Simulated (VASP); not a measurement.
Sc, 8 atoms in the cell. It takes space group Pm-3n (No. 223, cubic). The conventional cell has a = 5.712 Å, b = 5.712 Å, c = 5.712 Å, α = 90.00°, β = 90.00°, γ = 90.00°. Sc (site symmetry m-3) has 12 Sc at 3.19 Å within 4.2 Å. Within 3.8 Å of Sc (site symmetry -4m2) lie 14 Sc at 2.86 to 3.50 Å. 

| Item | Value |
| --- | --- |
| Program | VASP 6.6.1 |
| Task | single point |
| Functional | LDA |
| Potentials or basis | VASP PAW LDA potentials, release 64 (Sc_sv) |
| Cutoff | 520 eV |
| k mesh | 5 × 5 × 5 |
| Occupations | fermi-dirac, width 0.1 eV |
| Spin | no spin polarisation |
| Dipole correction | no |
| Further INCAR settings | ALGO = Normal; EDIFF = 1e-06; NBANDS = 54 |

Potentials or basis: VASP PAW LDA potentials, release 64 (Sc_sv).

The run is started by

```console
$ cat potpaw_LDA.64/Sc_sv/POTCAR > POTCAR
$ mpirun -np 1 vasp_std > vasp.out
```

Hardware: 1 thread of Intel(R) Xeon(R) Platinum 8259CL CPU @ 2.50GHz (Skylake/Cascade Lake), with other jobs on the host.

Task: Estimate the wall time of this run.

Result: It took 2.2 min on 1 thread of Intel(R) Xeon(R) Platinum 8259CL CPU @ 2.50GHz (Skylake/Cascade Lake), with other jobs on the host, peak memory 0.23 GiB. Counts: scf iterations 15, k points 10.
